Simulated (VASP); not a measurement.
Write the native input for VASP 6.6.1 that does the following.

```yaml
Task: single point
Functional: PBE
Potentials_or_basis: VASP PAW PBE potentials, release 64 (V_sv)
Cutoff: 520 eV
k_mesh: 22 × 22 × 22
Occupations: gaussian, width 0.15 eV
Spin: no spin polarisation
Dipole_correction: no
Further_INCAR_settings: ALGO = Fast; EDIFF = 1e-07; NBANDS = 12
```

The structure of V lies in POSCAR:

```
V
1.0
   -1.4421159500      1.4421159500      1.5130000000
    1.4421159500     -1.4421159500      1.5130000000
    1.5838840500      1.5838840500     -1.5130000000
V
1
Direct
    0.0000000000      0.0000000000      0.0000000000
```

This cell differs from its parent crystal: strain +0.0937 x Voigt [0, 0, 0, 0, 0, 1].

One way to write it, as run:

INCAR

```
  PREC = Accurate
  ENCUT = 520
  EDIFF = 1E-7
  ISMEAR = 0
  SIGMA = 0.15
  LREAL = False
  LASPH = True
  NELM = 100
  ALGO = Fast
  ISIF = 2
  LWAVE = False
  LCHARG = False
  GGA = PE
  NBANDS = 12
```

KPOINTS

```
Automatic mesh
0
Gamma
  22 22 22
```

Potentials or basis: VASP PAW PBE potentials, release 64 (V_sv).

The run is started by

```bash
$ cat potpaw_PBE.64/V_sv/POTCAR > POTCAR
$ mpirun -np 1 vasp_std > vasp.out
```

It gave:

* Pressure: -4.3 GPa
* Band gap on the k mesh: zero (an odd number of electrons rules out a gap without spin polarisation)

Caveat: the cell differs from its parent crystal (strain +0.0937 x Voigt [0, 0, 0, 0, 0, 1]); the cell stands under tension.

It took 2.6 min on 1 thread of Intel(R) Xeon(R) Platinum 8488C (Sapphire Rapids) (shared host), peak memory 0.34 GiB.
